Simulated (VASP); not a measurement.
# Re2Br (R-3m) in VASP: notebook

Re2Br is run at these levels: PBE; tasks: single point, relaxation of cell and atoms.

Everything below comes from runs of VASP 6.6.1. Logs are shortened: lines on timing, memory, paths and dates and some standing lists are left out, and cuts for length are marked.

**1. The cell of the first run**

Symmetry: R-3m, No. 166, trigonal system. The conventional cell has a = 3.445 Å, b = 3.445 Å, c = 18.119 Å, α = 90.00°, β = 90.00°, γ = 120.00°. Re (site symmetry 3m) has 3 Re at 2.39 Å and 3 Br at 3.09 Å within 3.2 Å. Br (site symmetry -3m) has 8 Re at 3.09 to 3.68 Å and 6 Br at 3.45 Å within 4.1 Å.

**2. Single point, PBE**

Contents of INCAR:

```
  ALGO = Normal
  EDIFF = 1E-6
  ENCUT = 520
  GGA = PE
  ISIF = 2
  ISMEAR = 0
  LASPH = T
  LCHARG = T
  LELF = T
  LREAL = F
  LVHAR = T
  LWAVE = F
  NBANDS = 18
  NELM = 80
  PREC = Accurate
  SIGMA = 0.1
```

Contents of KPOINTS:

```
k-points
0
Gamma
  6 6 6
```

Contents of POSCAR:

```
Re2Br
1.0
    1.7225779105      0.9945308203      6.0397249949
   -1.7225779105      0.9945308203      6.0397249949
    0.0000000000     -1.9890616407      6.0397249949
Re Br
2 1
Direct
    0.7969477515      0.7969477515      0.7969477515
    0.2030522485      0.2030522485      0.2030522485
    0.0000000000      0.0000000000      0.0000000000
```

Potentials or basis: VASP PAW PBE potentials, release 64 (Re, Br).

Run with:

```console
cat potpaw_PBE.64/Re/POTCAR potpaw_PBE.64/Br/POTCAR > POTCAR
mpirun -np 1 vasp_std > vasp.out
```

OUTCAR:

```text
EDIFF = 1E-6
   ENCUT = 520
   GGA = PE
   ISIF = 2
   ISMEAR = 0
   LASPH = T
   LREAL = F
   NELM = 80
   PREC = Accurate

 ion  position               nearest neighbor table
   1  0.797  0.797  0.797-   2 2.39   2 2.39   2 2.39   3 3.09   3 3.09   3 3.09
   2  0.203  0.203  0.203-   1 2.39   1 2.39   1 2.39   3 3.09   3 3.09   3 3.09
   3  0.000  0.000  0.000-   1 3.09   1 3.09   2 3.09   2 3.09   1 3.09   2 3.09

  LATTYP: Found a trigonal (rhomboedric) cell.
 ALAT       =     6.3588241228
 COS(alpha) =     0.8532310738

  Lattice vectors:

 A1 = (   1.7225779105,   0.9945308203,   6.0397249949)
 A2 = (  -1.7225779105,   0.9945308203,   6.0397249949)
 A3 = (   0.0000000000,  -1.9890616407,   6.0397249949)

Analysis of symmetry for initial positions (statically):
=====================================================================
 Subroutine PRICEL returns:
 Original cell was already a primitive cell.

 Routine SETGRP: Setting up the symmetry group for a
 trigonal (rhombohedral) supercell.

 Subroutine GETGRP returns: Found 12 space group operations
 (whereof 12 operations were pure point group operations)
 out of a pool of 12 trial point group operations.

The static configuration has the point symmetry D_3d.

Analysis of symmetry for dynamics (positions and initial velocities):
=====================================================================
 Subroutine PRICEL returns:
 Original cell was already a primitive cell.

 Routine SETGRP: Setting up the symmetry group for a
 trigonal (rhombohedral) supercell.

 Subroutine GETGRP returns: Found 12 space group operations
 (whereof 12 operations were pure point group operations)
 out of a pool of 12 trial point group operations.

The dynamic configuration has the point symmetry D_3d.

 Subroutine INISYM returns: Found 12 space group operations
 (whereof 12 operations are pure point group operations),
 and found     1 'primitive' translations

----------------------------------------------------------------------------------------

                                     Primitive cell

  volume of cell :      62.0820

  direct lattice vectors                    reciprocal lattice vectors
     1.722577911  0.994530820  6.039724995     0.290262633  0.167583209  0.055190151
    -1.722577911  0.994530820  6.039724995    -0.290262633  0.167583209  0.055190151
     0.000000000 -1.989061641  6.039724995     0.000000000 -0.335166419  0.055190151

  length of vectors
     6.358824123  6.358824123  6.358824123     0.339679968  0.339679968  0.339679968

  position of ions in fractional coordinates (direct lattice)
     0.796947751  0.796947751  0.796947751
     0.203052249  0.203052249  0.203052249
     0.000000000  0.000000000  0.000000000

  ion indices of the primitive-cell ions
   primitive index   ion index
                 1           1
                 2           2
                 3           3

----------------------------------------------------------------------------------------

 KPOINTS: k-points

Automatic generation of k-mesh.
 Grid dimensions read from file:
 generate k-points for:    6    6    6

 Generating k-lattice:

  Cartesian coordinates                     Fractional coordinates (reciprocal lattice)
     0.048377106  0.027930535  0.009198358     0.166666667  0.000000000  0.000000000
    -0.048377106  0.027930535  0.009198358     0.000000000  0.166666667  0.000000000
     0.000000000 -0.055861070  0.009198358     0.000000000  0.000000000  0.166666667

  Length of vectors
     0.056613328  0.056613328  0.056613328

  Shift w.r.t. Gamma in fractional coordinates (k-lattice)
     0.000000000  0.000000000  0.000000000

 Subroutine IBZKPT returns following result:
 ===========================================

 Found     32 irreducible k-points:

 Following reciprocal coordinates:
            Coordinates               Weight
  0.000000  0.000000  0.000000      1.000000
  0.166667 -0.000000  0.000000      6.000000
  0.333333 -0.000000  0.000000      6.000000
  0.500000  0.000000  0.000000      3.000000
  0.166667  0.166667  0.000000      6.000000
  0.333333  0.166667  0.000000     12.000000
[... 16 lines left out ...]
  0.500000  0.500000  0.166667      6.000000
 -0.333333  0.500000  0.166667     12.000000
 [... further k-points ...]
   k-points           NKPTS =     32   k-points in BZ     NKDIM =     32   number of bands    NBANDS=     18
   number of dos      NEDOS =    301   number of ions     NIONS =      3
   total plane-waves  NPLWV = 110592
   dimension x,y,z NGX =    48 NGY =   48 NGZ =   48
   dimension x,y,z NGXF=    96 NGYF=   96 NGZF=   96
   ions per type =               2   1
   NGX,Y,Z   is equivalent  to a cutoff of  12.55, 12.55, 12.55 a.u.
   NGXF,Y,Z  is equivalent  to a cutoff of  25.10, 25.10, 25.10 a.u.
 SYSTEM =  unknown system
   PREC   = accura    normal or accurate (medium, high low for compatibility)
   ISTART =      0    job   : 0-new  1-cont  2-samecut
   ICHARG =      2    charge: 1-file 2-atom 10-const
   ISPIN  =      1    spin polarized calculation?
   LNONCOLLINEAR =      F non collinear calculations
   LSORBIT =      F    spin-orbit coupling
   LASPH  =      T    aspherical Exc in radial PAW
   ENCUT  =  520.0 eV  38.22 Ry    6.18 a.u.  11.82 11.82 11.82*2*pi/ulx,y,z
   NELM   =     80;   NELMIN=  2; NELMDL= -5     # of ELM steps
   EDIFF  = 0.1E-05   stopping-criterion for ELM
   LREAL  =      F    real-space projection
   EDIFFG = 0.1E-04   stopping-criterion for IOM
   NSW    =      0    number of steps for IOM
   IBRION =     -1    ionic relax: 0-MD 1-quasi-New 2-CG
   NFREE  =      0    steps in history (QN), initial steepest desc. (CG)
   ISIF   =      2    stress and relaxation
   ISYM   =      2    0-nonsym 1-usesym 2-fastsym
   POTIM  = 0.5000    time-step for ionic-motion
   TEBEG  =    0.0;   TEEND  =   0.0 temperature during run
   PSTRESS=    0.0 pullay stress
   NELECT =      21.0000    total number of electrons
   NUPDOWN=      -1.0000    fix difference up-down
   EMIN   =  10.00;   EMAX   =-10.00  energy-range for DOS
   EFERMI =   0.00;   METHOD = LEGACY
   ISMEAR =     0;   SIGMA  =   0.10  broadening in eV -4-tet -1-fermi 0-gaus
   EFERMI_NEDOS =   21; number of points for ismear=-14 and -15
   IALGO  =     38    algorithm
   IMIX   =      4    mixing-type and parameters
     AMIX     =   0.40;   BMIX     =  1.00
     AMIX_MAG =   1.60;   BMIX_MAG =  1.00
  volume/ion in A,a.u.               =      20.69       139.65
  Fermi-wavevector in a.u.,A,eV,Ry     =   1.140668  2.155551 17.702873  1.301124
  Thomas-Fermi vector in A             =   2.277370
   LORBIT       =      0    0 simple, 1 ext, 2 COOP (PROOUT), +10 PAW based schemes
   GGA     = PE    functional components
   LHFCALC =     F    Hartree Fock is set to
   AEXX    =    0.0000 exact exchange contribution
   IVDW    =     0    specifies the selected vdW correction
   LEPSILON=     F    determine dielectric tensor
   LRPA    =     F    only Hartree local field effects (RPA)
 non-spin polarized calculation
 Gauss-broadening in eV      SIGMA  =   0.10
  energy-cutoff  :      520.00
  volume of cell :       62.08
 maximum number of plane-waves:      1694
   NGX = 23   NGY = 23   NGZ = 23

 number of electron      21.0000000 magnetization

 Free energy of the ion-electron system (eV)
  ---------------------------------------------------
  ext. energy  EPLUGINS =         0.00000000
  ---------------------------------------------------
  free energy    TOTEN  =       -24.31845579 eV

  energy without entropy =      -24.30779461  energy(sigma->0) =      -24.31312520

 E-fermi :   5.3200     XC(G=0): -11.1355

 val. band max:        5.2737106514   @ k =   0.5000   0.5000   0.0000
 cond. band min:       5.3421290385   @ k =  -0.3333  -0.3333   0.1667
 fundamental gap:      0.0684183871
 Fermi energy:         5.3200373667

 k-point     1 :       0.0000    0.0000    0.0000
  band No.  band energies     occupation
      1     -11.1728      2.00000
      2      -1.3962      2.00000
      3      -0.9791      2.00000
      4       1.3209      2.00000
      5       1.4435      2.00000
      6       1.4435      2.00000
[... 10 lines left out ...]
     17      11.1342      0.00000
     18      13.8908      0.00000

 k-point     2 :       0.1667   -0.0000    0.0000
  band No.  band energies     occupation
      1     -10.9745      2.00000
      2      -1.1511      2.00000
      3      -0.6373      2.00000
      4       1.2120      2.00000
      5       1.4874      2.00000
      6       1.5574      2.00000
[... 10 lines left out ...]
     17      12.2417      0.00000
     18      13.5675      0.00000

 k-point     3 :       0.3333   -0.0000    0.0000
  band No.  band energies     occupation
      1     -10.5327      2.00000
      2      -0.7377      2.00000
      3      -0.4418      2.00000
      4       0.5903      2.00000
      5       1.7827      2.00000
      6       1.8401      2.00000
[... 10 lines left out ...]
     17      11.0927      0.00000
     18      13.0600      0.00000

 k-point     4 :       0.5000    0.0000    0.0000
  band No.  band energies     occupation
      1     -10.2821      2.00000
      2      -0.9404      2.00000
      3      -0.6709      2.00000
      4       1.0822      2.00000
      5       1.4271      2.00000
      6       2.1988      2.00000
[... 375 lines left out ...]
      4       0.8191      2.00000
      5       1.2604      2.00000
      6       2.0291      2.00000
[... 10 lines left out ...]
     17      11.1067      0.00000
     18      11.8916      0.00000

 k-point    23 :       0.5000    0.5000    0.1667
  band No.  band energies     occupation
      1     -10.5182      2.00000
      2      -1.0895      2.00000
      3      -0.2915      2.00000
      4       0.4612      2.00000
      5       1.4180      2.00000
      6       1.7736      2.00000
[... 10 lines left out ...]
     17      11.0845      0.00000
     18      12.7011      0.00000

 k-point    24 :      -0.3333    0.5000    0.1667
  band No.  band energies     occupation
      1     -10.2801      2.00000
      2      -0.7468      2.00000
      3      -0.2807      2.00000
      4       0.6285      2.00000
      5       1.1214      2.00000
      6       1.7998      2.00000
[... 10 lines left out ...]
     17      10.0023      0.00000
     18      12.3560      0.00000

 [... further k-points ...]
[... 5 lines left out ...]
  --------------------------------------------------------------------------------------
  -------------------------------------------------------------------------------------
  Total       -0.4699151     -0.4699151     -0.4156465      0.0000000      0.0000000      0.0000000
  in kB      -12.1273084    -12.1273084    -10.7267746      0.0000000      0.0000000      0.0000000
  external PRESSURE =     -11.6604638 kB  Pullay stress =       0.0000000 kB

 VOLUME and BASIS-vectors are now :
 -----------------------------------------------------------------------------
  energy-cutoff  :      520.00
  volume of cell :       62.08
      direct lattice vectors                 reciprocal lattice vectors
     1.722577911  0.994530820  6.039724995     0.290262633  0.167583209  0.055190151
    -1.722577911  0.994530820  6.039724995    -0.290262633  0.167583209  0.055190151
     0.000000000 -1.989061641  6.039724995     0.000000000 -0.335166419  0.055190151

 POSITION                                       TOTAL-FORCE (eV/Angst)
 -----------------------------------------------------------------------------------
      0.00000     -0.00000     14.44004         0.000000     -0.000000      0.411535
      0.00000     -0.00000      3.67914         0.000000      0.000000     -0.411535
      0.00000      0.00000      0.00000        -0.000000     -0.000000      0.000000
 -----------------------------------------------------------------------------------
    total drift:                                0.000000      0.000000     -0.000000

  FREE ENERGIE OF THE ION-ELECTRON SYSTEM (eV)
  ---------------------------------------------------
  free  energy   TOTEN  =       -24.3184557877 eV

  energy  without entropy=      -24.3077946062  energy(sigma->0) =      -24.31312520
```

Run time: 79 s. Hardware: 1 thread of Intel Xeon Platinum 8259CL at 2.50GHz (Skylake/Cascade Lake), shared host; peak memory 0.31 GiB.

What came out:

```yaml
Free_energy: -24.3185 eV
Pressure: -1.2 GPa
Largest_force: 0.412 eV/Å
Band_gap_on_the_k_mesh: zero (an odd number of electrons rules out a gap without spin polarisation)
```

Forces in eV/Å, atoms in the order of the input:
```
Re   0.000  0.000  0.412
Re   0.000  0.000 -0.412
Br   0.000  0.000  0.000
```

Caveat: spin-orbit coupling is left out, which moves the levels of the heavy elements.

**3. Relaxation of cell and atoms, PBE**

This run uses another cell than the first one, of 20.13 Å³/atom.

Contents of INCAR:

```
PREC = Accurate ; ENCUT = 600
EDIFF = 1E-7 ; ISMEAR = 0
SIGMA = 0.1 ; LREAL = False
LASPH = True ; NELM = 80
ALGO = Normal ; ISIF = 3
LWAVE = False ; LCHARG = False
GGA = PE ; IBRION = 2
NSW = 90 ; EDIFFG = -0.04
```

Contents of KPOINTS:

```
Automatic mesh
0
Gamma
  6 6 6
```

Contents of POSCAR:

```
Re2Br
1.0
    1.7937208377      1.0356052085      5.4174957868
   -1.7937208377      1.0356052085      5.4174957868
    0.0000000000     -2.0712104170      5.4174957868
Re Br
2 1
Direct
    0.7500000000      0.7500000000      0.7500000000
    0.2500000000      0.2500000000      0.2500000000
    0.0000000000      0.0000000000      0.0000000000
```

Potentials or basis: VASP PAW PBE potentials, release 64 (Re, Br).

Run with:

```console
cat potpaw_PBE.64/Re/POTCAR potpaw_PBE.64/Br/POTCAR > POTCAR
mpirun -np 1 vasp_std > vasp.out
```

Wall time 26 min (1 thread of Intel Xeon Platinum 8259CL at 2.50GHz (Skylake/Cascade Lake), shared host); peak memory 0.4 GiB.

The run converged. Its results:

```
Free energy                           : -24.3213 eV
Relaxed volume                        : 20.69 Å³/atom
Relaxed cell                          : a = 6.355 Å, b = 6.355 Å, c = 6.355 Å, α = 31.46°, β = 31.46°, γ = 31.46°
Space group after relaxing (to 0.1 Å) : R-3m (No. 166)
Energy gained by relaxing             : 2173.7 meV/atom
Ionic steps                           : 27
Pressure after relaxing               : -0.1 GPa
Largest force after relaxing          : 0.016 eV/Å
Band gap on the k mesh                : zero (an odd number of electrons rules out a gap without spin polarisation)
```

Forces in eV/Å, atoms in the order of the input:
```
Re   0.000  0.000  0.016
Re   0.000  0.000 -0.016
Br   0.000  0.000  0.000
```

Stress tensor (GPa, compression positive):
```
-0.29  0.00  0.00
 0.00 -0.29  0.00
 0.00  0.00  0.21
```

The path:
```
step  energy change (eV)  largest force (eV/Å)  pressure (GPa)  volume (Å³)
   1              0.0000                2.5714          -10.51        60.38
   2             -1.2345                4.0387           16.30        49.37
   3             -1.2423                4.1611           23.29        48.00
   4             -1.7049                3.5065           26.18        47.28
   5             -1.9750                2.1021           37.88        46.01
   6             -2.8536                2.4046           16.83        50.04
   7             -3.5275                3.2623           -1.11        56.28
   8             -3.4360                2.5940          -16.31        70.23
   9             -3.7252                3.3357           -9.04        61.32
  10             -4.2759                1.9078           -6.72        62.77
  11             -4.5361                0.1508           -3.37        64.15
  12             -4.5548                0.6826           -2.07        64.62
  13             -4.9725                1.7072            1.02        64.03
  14             -5.4512                6.1299           17.25        61.31
  15             -5.5854                5.8828           16.21        61.68
  16             -5.9125                5.5709           13.31        62.66
  17             -6.2275                3.4035            6.92        64.15
  18             -6.3337                2.5909            3.98        64.58
  19             -6.4590                0.7413           -2.52        65.66
  20             -6.4609                0.5395           -3.21        65.78
  21             -6.4739                0.4989           -2.83        65.32
  22             -6.5035                0.3765           -1.58        63.96
  23             -6.5168                0.1625            1.44        61.29
  24             -6.5195                0.2253            0.50        62.06
  25             -6.5207                0.0428           -0.30        62.15
  26             -6.5207                0.0199           -0.22        62.14
  27             -6.5210                0.0157           -0.12        62.08
```

Final structure:
```
Re Br
1.0
     1.72310    0.99483    6.03597
    -1.72310    0.99483    6.03597
     0.00000   -1.98967    6.03597
Re Br
2 1
Direct
  0.79736 0.79736 0.79736
  0.20264 0.20264 0.20264
  0.00000 0.00000 0.00000
```

Levels at points of the mesh, in eV from the Fermi level:
```csv
k point,band 8,band 9,band 10,band 11,band 12,band 13
"(0.00, 0.00, 0.00)",-3.88,-1.40,-1.40,0.88,1.92,1.92
"(0.50, 0.00, 0.00)",-2.28,-2.02,-0.59,-0.24,0.28,1.09
"(0.50, 0.50, 0.00)",-2.25,-1.89,-0.43,-0.04,-0.04,1.51
"(0.50, 0.50, 0.50)",-3.36,-1.91,-1.91,1.05,2.26,2.49
```

Caveat: spin-orbit coupling is left out, which moves the levels of the heavy elements.

The gap in the log of VASP goes by the Fermi energy; the results here count the filled bands.